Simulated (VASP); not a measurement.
Runs of VASP 6.6.1 on RbBr. The structure is that of space group Fm-3m (No. 225), or close to it. The cells are those of the table. 

```csv
cell,gap on the mesh (eV),pressure (GPa)
"a = 5.052 Å, angles 60.0°, 2 atoms",4.06,-0.6
"a = 4.811 Å, angles 60.0°, 2 atoms",4.42,1.4
"a = 4.725 Å, angles 60.0°, 2 atoms",(b),(c)
"a = 4.975 Å, angles 60.0°, 2 atoms",4.17,(a)
```

Alike in all rows: task single point; level PBE; potentials or basis VASP PAW PBE potentials, release 64 (Rb_sv, Br); no spin polarisation; k mesh 4 × 4 × 4; cutoff (eV) 500; smearing gaussian 0.01 eV.

Task: Fill in the values left out.

Result: (a) -0.1; (b) 4.56; (c) 2.5.

A k mesh can miss the band edges, and the runs leave out spin-orbit coupling on Br, Rb.
